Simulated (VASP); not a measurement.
**Ti: single point with PBE**

Crystal: Ti.

```
Ti
1.0
     2.86150    0.00000    0.00000
    -1.43075    2.47813    0.00000
     0.00000    0.00000    4.82658
Ti
2
Direct
  0.33333 0.66667 0.25000
  0.66667 0.33333 0.75000
```

This cell differs from its parent crystal: strain -0.030 along x and y, +0.030 along z.

```json
{
  "Program": "VASP 6.6.1",
  "Task": "single point",
  "Functional": "PBE",
  "Potentials or basis": "VASP PAW PBE potentials, release 64 (Ti_sv)",
  "Cutoff": "520 eV",
  "k mesh": "18 × 18 × 10",
  "Occupations": "gaussian, width 0.15 eV",
  "Spin": "no spin polarisation"
}
```

```
Pressure               : 1.5 GPa
Band gap on the k mesh : zero (band 12 reaches 9.00 eV, above the bottom of band 13 at 8.14 eV)
```

Stress tensor (GPa, compression positive):
```
 3.86  0.00  0.00
 0.00  3.86  0.00
 0.00  0.00 -3.08
```

Levels at points of the mesh, in eV from the Fermi level:
| k point | band 9 | band 10 | band 11 | band 12 | band 13 | band 14 | band 15 | band 16 |
| --- | --- | --- | --- | --- | --- | --- | --- | --- |
| (0.00, 0.00, 0.00) | -6.22 | -2.76 | 0.28 | 0.53 | 0.88 | 0.88 | 1.28 | 1.28 |
| (0.50, 0.00, 0.00) | -2.29 | -2.16 | -1.92 | -0.35 | 0.43 | 0.83 | 0.99 | 3.54 |
| (0.00, 0.00, 0.50) | -4.49 | -4.49 | -0.15 | -0.15 | 0.86 | 0.86 | 0.86 | 0.86 |
| (0.50, 0.00, 0.50) | -2.56 | -2.56 | -0.94 | -0.94 | 1.46 | 1.46 | 1.96 | 1.96 |

Run time: 2.3 min on 1 thread of Intel(R) Xeon(R) 6975P-C (Granite Rapids), with other jobs on the host, peak memory 0.24 GiB.

Caveat: the cell differs from its parent crystal (strain -0.030 along x and y, +0.030 along z).
